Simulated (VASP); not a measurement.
Wanted: the native input for a VASP 6.6.1 run.

```
Task                               : single point
Functional                         : r2SCAN0
Potentials or basis                : VASP PAW PBE potentials, release 64 (Mn_sv, O)
Cutoff                             : 580 eV
k mesh                             : 5 × 5 × 5
Occupations                        : fermi-dirac, width 0.05 eV
Spin                               : collinear spin, ferromagnetic start
Starting moments                   : [4.0, 0.0] μB
Dipole correction                  : no
Grid for exact exchange (PRECFOCK) : Normal
Further INCAR settings             : ALGO = Normal; EDIFF = 1e-06; NBANDS = 22
Share of exact exchange            : 0.25
```

MnO:

```
Mn O
1.0
     0.00000    2.43651    2.43651
     2.43651    0.00000    2.43651
     2.43651    2.43651    0.00000
Mn O
1 1
Direct
  0.00000 0.00000 0.00000
  0.25000 0.25000 0.25000
```

These files were run (other wordings do the same):

POSCAR

```
MnO
1.0
    0.0000000000      2.4365134300      2.4365134300
    2.4365134300      0.0000000000      2.4365134300
    2.4365134300      2.4365134300      0.0000000000
Mn O
1 1
Direct
    0.0000000000      0.0000000000      0.0000000000
    0.2500000000      0.2500000000      0.2500000000
```

INCAR.step1

```
PREC = Accurate ; ENCUT = 580
EDIFF = 1E-5 ; ISMEAR = -1
SIGMA = 0.05 ; LREAL = False
LASPH = True ; NELM = 200
ALGO = Normal ; ISIF = 2
LWAVE = True ; LCHARG = False
ISPIN = 2 ; MAGMOM = 4 0
LORBIT = 11 ; LMAXMIX = 4
NBANDS = 22 ; GGA = PE
GGA_COMPAT = False
```

INCAR.step2

```
PREC = Accurate ; ENCUT = 580
EDIFF = 1E-6 ; ISMEAR = -1
SIGMA = 0.05 ; LREAL = False
LASPH = True ; NELM = 200
ALGO = Normal ; ISIF = 2
LWAVE = False ; LCHARG = False
ISPIN = 2 ; MAGMOM = 4 0
LORBIT = 11 ; LMAXMIX = 4
METAGGA = R2SCAN ; LHFCALC = True
AEXX = 0.25 ; LMIXTAU = True
PRECFOCK = Normal ; NBANDS = 22
ISTART = 1 ; GGA_COMPAT = False
```

KPOINTS

```
Automatic mesh
0
Gamma
  5 5 5
```

Potentials or basis: VASP PAW PBE potentials, release 64 (Mn_sv, O).

Command:

```bash
$ cat potpaw_PBE.64/Mn_sv/POTCAR potpaw_PBE.64/O/POTCAR > POTCAR
$ cp INCAR.step1 INCAR
$ mpirun -np 1 vasp_std > vasp.out
$ cp INCAR.step2 INCAR
$ mpirun -np 1 vasp_std > vasp.out
```

Results of the run:

```yaml
Pressure: -8.9 GPa
Band_gap_on_the_k_mesh: 1.49 eV
Net_moment: 5.00 μB per cell
Site_moments: Mn +4.42; O +0.14 μB
Valence_electrons_inside_the_program's_atomic_spheres: Mn 12.79; O 5.04
```

Caveat: the k points lie up to 0.45 Å⁻¹ apart; the PAW data sets were made with another functional, which shifts forces and pressure a little; a cell with one magnetic atom can't hold antiferromagnetic order, which such compounds often take.

Wall time 27 min on 1 thread of Intel(R) Xeon(R) Platinum 8488C (Sapphire Rapids) (shared host), peak memory 0.2 GiB.
